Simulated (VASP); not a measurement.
# Si16O (a cell with a defect) in VASP: single point with PBE

Aim: the single point of Si16O (a cell with a defect) with PBE.

Everything below comes from runs of VASP 6.6.1. Logs are shortened: lines on timing, memory, paths and dates and some standing lists are left out, and cuts for length are marked.

## Step 1: The cell of the first run

The cell holds a defect, 17 atoms: a = 7.679 Å, b = 7.679 Å, c = 7.679 Å, α = 60.00°, β = 60.00°, γ = 60.00°.

## Step 2: Single point, PBE, collinear spin, ferromagnetic start

Contents of INCAR:

```
PREC     = Accurate       # precision mode
ENCUT    = 520            # plane-wave cutoff, eV
EDIFF    = 1E-6           # SCF threshold, eV
ISMEAR   = -1             # smearing method
SIGMA    = 0.02           # smearing width, eV
LREAL    = Auto         
LASPH    = T              # aspherical terms in the spheres
NELM     = 150            # most SCF steps
ALGO     = Normal         # electronic algorithm
ISIF     = 2              # what is computed and relaxed
LWAVE    = F              # write WAVECAR
LCHARG   = T              # write CHGCAR
ISPIN    = 2              # spin polarisation
MAGMOM   = 0 0 0 0 0 0 0 0 0 0 0 0 0 0 0 0 1 # initial moments
LORBIT   = 11             # projections on sites
GGA      = PE             # functional
LELF     = T              # ELF
LVHAR    = T            
NBANDS   = 53             # bands
```

Contents of KPOINTS:

```
Automatic mesh
0
Gamma
  2 2 2
```

Contents of POSCAR:

```
Si16O
1.0
    0.0000000000      5.4300000000      5.4300000000
    5.4300000000      0.0000000000      5.4300000000
    5.4300000000      5.4300000000      0.0000000000
Si O
16 1
Direct
    0.0503314917     -0.0131860037     -0.0140883978
    0.0803959484      0.1838397790      0.0846316759
    0.0059023941     -0.0137108656      0.4514088398
    0.1175230203      0.0915745856      0.6289410681
    0.0388397790      0.5323572744     -0.0007182320
    0.0490883978      0.6710589319      0.2327900552
    0.1160128913      0.4194198895      0.5402854512
    0.2149079190      0.6179281768      0.5877255985
    0.4754327808      0.0101104972     -0.0163720074
    0.6650000000      0.1272099448      0.0484990792
    0.4723480663      0.0313720074      0.4262338858
    0.6269244936      0.0950828729      0.6006445672
    0.4325046041      0.5066850829      0.0749539595
    0.6490515654      0.6439871087      0.0429742173
    0.6522007366      0.4289042357      0.4427348066
    0.7008839779      0.5099079190      0.7120810313
    0.7100000000      0.8150092081      0.5185451197
```

Potentials or basis: VASP PAW PBE potentials, release 64 (Si, O).

Run with:

```bash
> cat potpaw_PBE.64/Si/POTCAR potpaw_PBE.64/O/POTCAR > POTCAR
> mpirun -np 1 vasp_std > vasp.out
```

OUTCAR:

```text
PREC = Accurate
   ENCUT = 520
   EDIFF = 1E-6
   ISMEAR = -1
   LREAL = Auto
   LASPH = T
   NELM = 150
   ISIF = 2
   ISPIN = 2
   LORBIT = 11
   GGA = PE

 ion  position               nearest neighbor table
   1  0.050  0.987  0.986-   2 2.14   6 2.21   4 2.29  10 2.46
   2  0.080  0.184  0.085-   1 2.14   5 2.30   3 2.35   9 2.49
   3  0.006  0.986  0.451-   2 2.35  12 2.38   8 2.42   4 2.49  15 3.11
   4  0.118  0.092  0.629-   7 2.25   1 2.29  11 2.30   3 2.49
   5  0.039  0.532  0.999-   2 2.30   6 2.55  14 2.55   8 2.61
   6  0.049  0.671  0.233-   1 2.21   7 2.29  13 2.44   5 2.55
   7  0.116  0.419  0.540-   8 2.24   4 2.25   6 2.29  16 2.62  11 3.03  13 3.11
   8  0.215  0.618  0.588-   7 2.24   3 2.42   5 2.61  15 2.76
   9  0.475  0.010  0.984-  14 2.34  10 2.38  12 2.42   2 2.49
  10  0.665  0.127  0.048-   9 2.38  11 2.41   1 2.46  13 2.60  16 2.81
  11  0.472  0.031  0.426-  17 1.92   4 2.30  10 2.41  12 2.50   7 3.03
  12  0.627  0.095  0.601-  17 2.24  15 2.29   3 2.38   9 2.42  11 2.50
  13  0.433  0.507  0.075-  14 2.24   6 2.44  16 2.50  10 2.60   7 3.11
  14  0.649  0.644  0.043-  13 2.24   9 2.34   5 2.55  15 2.67  16 2.98
  15  0.652  0.429  0.443-  12 2.29  16 2.66  14 2.67   8 2.76   3 3.11
  16  0.701  0.510  0.712-  17 2.07  13 2.50   7 2.62  15 2.66  10 2.81  14 2.98
  17  0.710  0.815  0.519-  11 1.92  16 2.07  12 2.24

  LATTYP: Found a face centered cubic cell.
 ALAT       =    10.8600000000

  Lattice vectors:

 A1 = (   0.0000000000,   5.4300000000,   5.4300000000)
 A2 = (   5.4300000000,   0.0000000000,   5.4300000000)
 A3 = (   5.4300000000,   5.4300000000,   0.0000000000)

Analysis of symmetry for initial positions (statically):
=====================================================================
 Subroutine PRICEL returns:
 Original cell was already a primitive cell.

 Routine SETGRP: Setting up the symmetry group for a
 face centered cubic supercell.

 Subroutine GETGRP returns: Found  1 space group operations
 (whereof  1 operations were pure point group operations)
 out of a pool of 48 trial point group operations.

The static configuration has the point symmetry C_1 .

Analysis of symmetry for dynamics (positions and initial velocities):
=====================================================================
 Subroutine PRICEL returns:
 Original cell was already a primitive cell.

 Routine SETGRP: Setting up the symmetry group for a
 face centered cubic supercell.

 Subroutine GETGRP returns: Found  1 space group operations
 (whereof  1 operations were pure point group operations)
 out of a pool of 48 trial point group operations.

The dynamic configuration has the point symmetry C_1 .

Analysis of structural, dynamic, and magnetic symmetry:
=====================================================================
 Subroutine PRICEL returns:
 Original cell was already a primitive cell.

 Routine SETGRP: Setting up the symmetry group for a
 face centered cubic supercell.

 Subroutine GETGRP returns: Found  1 space group operations
 (whereof  1 operations were pure point group operations)
 out of a pool of 48 trial point group operations.

The overall configuration has the point symmetry C_1 .

 Subroutine INISYM returns: Found  1 space group operations
 (whereof  1 operations are pure point group operations),
 and found     1 'primitive' translations

----------------------------------------------------------------------------------------

                                     Primitive cell

  volume of cell :     320.2060

  direct lattice vectors                    reciprocal lattice vectors
     0.000000000  5.430000000  5.430000000    -0.092081031  0.092081031  0.092081031
     5.430000000  0.000000000  5.430000000     0.092081031 -0.092081031  0.092081031
     5.430000000  5.430000000  0.000000000     0.092081031  0.092081031 -0.092081031

  length of vectors
     7.679179644  7.679179644  7.679179644     0.159489025  0.159489025  0.159489025

  position of ions in fractional coordinates (direct lattice)
     0.050331492  0.986813996  0.985911602
[... 75 lines left out ...]
   total plane-waves  NPLWV = 216000
   dimension x,y,z NGX =    60 NGY =   60 NGZ =   60
   dimension x,y,z NGXF=   120 NGYF=  120 NGZF=  120
   ions per type =              16   1
   NGX,Y,Z   is equivalent  to a cutoff of  12.99, 12.99, 12.99 a.u.
   NGXF,Y,Z  is equivalent  to a cutoff of  25.98, 25.98, 25.98 a.u.
 SYSTEM =  unknown system
   PREC   = accura    normal or accurate (medium, high low for compatibility)
   ISTART =      0    job   : 0-new  1-cont  2-samecut
   ICHARG =      2    charge: 1-file 2-atom 10-const
   ISPIN  =      2    spin polarized calculation?
   LNONCOLLINEAR =      F non collinear calculations
   LSORBIT =      F    spin-orbit coupling
   LASPH  =      T    aspherical Exc in radial PAW
   ENCUT  =  520.0 eV  38.22 Ry    6.18 a.u.  14.28 14.28 14.28*2*pi/ulx,y,z
   NELM   =    150;   NELMIN=  2; NELMDL= -5     # of ELM steps
   EDIFF  = 0.1E-05   stopping-criterion for ELM
   LREAL  =      T    real-space projection
   EDIFFG = 0.1E-04   stopping-criterion for IOM
   NSW    =      0    number of steps for IOM
   IBRION =     -1    ionic relax: 0-MD 1-quasi-New 2-CG
   NFREE  =      0    steps in history (QN), initial steepest desc. (CG)
   ISIF   =      2    stress and relaxation
   ISYM   =      2    0-nonsym 1-usesym 2-fastsym
   POTIM  = 0.5000    time-step for ionic-motion
   TEBEG  =    0.0;   TEEND  =   0.0 temperature during run
   PSTRESS=    0.0 pullay stress
   NELECT =      70.0000    total number of electrons
   NUPDOWN=      -1.0000    fix difference up-down
   EMIN   =  10.00;   EMAX   =-10.00  energy-range for DOS
   EFERMI =   0.00;   METHOD = LEGACY
   ISMEAR =    -1;   SIGMA  =   0.02  broadening in eV -4-tet -1-fermi 0-gaus
   EFERMI_NEDOS =   21; number of points for ismear=-14 and -15
   IALGO  =     38    algorithm
   IMIX   =      4    mixing-type and parameters
     AMIX     =   0.40;   BMIX     =  1.00
     AMIX_MAG =   1.60;   BMIX_MAG =  1.00
  volume/ion in A,a.u.               =      18.84       127.11
  Fermi-wavevector in a.u.,A,eV,Ry     =   0.986199  1.863645 13.232857  0.972588
  Thomas-Fermi vector in A             =   2.117562
   LORBIT       =     11    0 simple, 1 ext, 2 COOP (PROOUT), +10 PAW based schemes
   GGA     = PE    functional components
   LHFCALC =     F    Hartree Fock is set to
   AEXX    =    0.0000 exact exchange contribution
   IVDW    =     0    specifies the selected vdW correction
   LEPSILON=     F    determine dielectric tensor
   LRPA    =     F    only Hartree local field effects (RPA)
 spin polarized calculation
  energy-cutoff  :      520.00
  volume of cell :      320.21
 maximum number of plane-waves:      8646
 NGX is ok and might be reduce to    60
   NGX = 29   NGY = 29   NGZ = 29

 number of electron      69.9999999 magnetization       0.0819299

 number of electron      69.9999999 magnetization      -0.0061131

 Free energy of the ion-electron system (eV)
  ---------------------------------------------------
  ext. energy  EPLUGINS =         0.00000000
  ---------------------------------------------------
  free energy    TOTEN  =       -85.62794518 eV

  energy without entropy =      -85.61741628  energy(sigma->0) =      -85.62268073

 E-fermi :   6.2267     XC(G=0):  -9.6816

 val. band max:        6.2213264984   @ k =   0.0000   0.0000   0.0000
 cond. band min:       6.3300588306   @ k =   0.5000   0.5000   0.0000
 fundamental gap:      0.1087323322
 Fermi energy:         6.2266528199

 spin component 1

 k-point     1 :       0.0000    0.0000    0.0000
  band No.  band energies     occupation
      1     -12.8089      1.00000
      2      -6.0491      1.00000
      3      -3.9285      1.00000
      4      -3.8155      1.00000
      5      -3.6682      1.00000
      6      -3.4876      1.00000
[... 389 lines left out ...]
     46       9.7141      0.00000
     47       9.7962      0.00000
 Fermi energy:         6.2266528199

 spin component 2

 k-point     1 :       0.0000    0.0000    0.0000
  band No.  band energies     occupation
      1     -12.8106      1.00000
      2      -6.0493      1.00000
      3      -3.9288      1.00000
      4      -3.8156      1.00000
      5      -3.6686      1.00000
      6      -3.4879      1.00000
[... 389 lines left out ...]
     46       9.7137      0.00000
     47       9.7959      0.00000
 [bands above 47 left out]

------------------------ aborting loop because EDIFF is reached ----------------------------------------

  FORCE on cell =-STRESS in cart. coord.  units (eV):
  Direction    XX          YY          ZZ          XY          YZ          ZX
  --------------------------------------------------------------------------------------
  -------------------------------------------------------------------------------------
  Total       -4.5505317     -3.8722532      4.6134947     -0.4575560     -1.0629569      8.6590648
  in kB      -22.7689625    -19.3751396     23.0840033     -2.2894196     -5.3185929     43.3263484
  external PRESSURE =      -6.3533663 kB  Pullay stress =       0.0000000 kB

 VOLUME and BASIS-vectors are now :
 -----------------------------------------------------------------------------
  energy-cutoff  :      520.00
  volume of cell :      320.21
      direct lattice vectors                 reciprocal lattice vectors
     0.000000000  5.430000000  5.430000000    -0.092081031  0.092081031  0.092081031
     5.430000000  0.000000000  5.430000000     0.092081031 -0.092081031  0.092081031
     5.430000000  5.430000000  0.000000000     0.092081031  0.092081031 -0.092081031

 POSITION                                       TOTAL-FORCE (eV/Angst)
 -----------------------------------------------------------------------------------
     10.71190      5.62680      5.63170        -0.438639     -1.749599     -1.088583
      1.45780      0.89610      1.43480         1.015133      2.431984      1.668469
      7.80670      2.48320      5.38760         0.784404      0.937744     -0.249370
      3.91240      4.05330      1.13540        -1.797551     -0.685094     -0.715581
      8.31680      5.63700      3.10160         0.260460     -1.523663      0.252642
      4.90790      1.53060      3.91040        -1.685808     -0.015183     -1.222340
[... 9 lines left out ...]
      6.63540      7.67240      6.57460         0.084924     -1.004554      1.147505
      7.24120      6.67100      8.28080        -0.270167     -1.037830     -1.805834
 -----------------------------------------------------------------------------------
    total drift:                                0.001348     -0.001081      0.005459

  FREE ENERGIE OF THE ION-ELECTRON SYSTEM (eV)
  ---------------------------------------------------
  free  energy   TOTEN  =       -85.6279451837 eV

  energy  without entropy=      -85.6174162753  energy(sigma->0) =      -85.62268073

 total charge

# of ion       s       p       d       tot
------------------------------------------
    1        0.764   0.966   0.000   1.730
    2        0.759   0.963   0.000   1.722
    3        0.772   0.858   0.000   1.631
    4        0.766   0.921   0.000   1.687
    5        0.788   0.796   0.000   1.585
    6        0.785   0.852   0.000   1.637
[... 9 lines left out ...]
   16        0.813   0.682   0.000   1.495
   17        1.594   3.337   0.000   4.931
--------------------------------------------------
tot         14.058  16.981   0.000  31.039

 magnetization (x)

# of ion       s       p       d       tot
------------------------------------------
    1       -0.000  -0.000   0.000  -0.000
    2       -0.000  -0.000   0.000  -0.000
    3       -0.000  -0.000   0.000  -0.000
    4        0.000  -0.000   0.000   0.000
    5        0.000  -0.000   0.000  -0.000
    6        0.000  -0.000   0.000  -0.000
[... 9 lines left out ...]
   16        0.000  -0.000   0.000  -0.000
   17       -0.000  -0.001   0.000  -0.001
--------------------------------------------------
tot         -0.000  -0.002   0.000  -0.003
```

Wall time 18 min (1 thread of Intel Xeon 8259CL, shared host); peak memory 0.71 GiB.

Results:

| Property | Result |
| --- | --- |
| Free energy | -85.6279 eV |
| Pressure | -0.6 GPa |
| Largest force | 3.165 eV/Å |
| Band gap on the k mesh | zero (filled and empty bands overlap) |
| Net moment | -0.01 μB per cell |
| Valence electrons inside the program's atomic spheres | Si 1.73, 1.72, 1.63, 1.69, 1.58, 1.64, 1.61, 1.57, 1.62, 1.50 (each value once); O 4.93 |

Forces in eV/Å, atoms in the order of the input:
```
Si  -0.439 -1.750 -1.089
Si   1.015  2.432  1.668
Si   0.784  0.938 -0.249
Si  -1.798 -0.685 -0.716
Si   0.260 -1.524  0.253
Si  -1.686 -0.015 -1.222
Si   0.706 -0.659 -0.903
Si   0.662  1.596  0.965
Si  -0.346 -0.586  0.315
Si   1.000 -0.669 -0.150
Si  -0.452  2.766  1.471
Si  -0.512 -0.177 -0.674
Si  -1.616 -0.291 -0.071
Si   0.804  1.825  0.591
Si   1.801 -1.158  0.471
Si   0.085 -1.005  1.148
O   -0.270 -1.038 -1.806
```

Stress tensor (GPa, compression positive):
```
-2.28 -0.23  4.33
-0.23 -1.94 -0.53
 4.33 -0.53  2.31
```

Caveat: the k points lie up to 0.50 Å⁻¹ apart; the atoms stand as in a frame of molecular dynamics.
